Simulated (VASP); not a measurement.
Input of a VASP 6.6.1 run:

File INCAR:

```
SYSTEM = SiC
  PREC = Accurate
  ENCUT = 520
  EDIFF = 1E-7
  ISMEAR = 0
  SIGMA = 0.05
  LREAL = .FALSE.
  LASPH = .TRUE.
  NELM = 100
  ALGO = Normal
  ISIF = 2
  LWAVE = .FALSE.
  LCHARG = .TRUE.
  GGA = PE
  LELF = .TRUE.
  LVHAR = .TRUE.
  NBANDS = 11
```

File KPOINTS:

```
Automatic mesh
0
G
  20 20 20
  0 0 0
```

Contents of POSCAR:

```
SiC
1.0
    0.0000000000      2.0011189408      2.0011189408
    2.0011189408      0.0000000000      2.0011189408
    2.0011189408      2.0011189408      0.0000000000
C Si
1 1
Direct
    0.0000000000      0.0000000000      0.0000000000
    0.5000000000      0.5000000000      0.5000000000
```

Potentials or basis: VASP PAW PBE potentials, release 64 (C, Si).

Launch:

```bash
$ cat potpaw_PBE.64/C/POTCAR potpaw_PBE.64/Si/POTCAR > POTCAR
$ mpirun -np 1 vasp_std > vasp.out
```

(1) Predict the pressure.

(2) Predict the band gap on the k mesh.

Answers

(1) 11.1 GPa.

(2) zero (band 4 reaches 13.02 eV, above the bottom of band 5 at 12.24 eV).
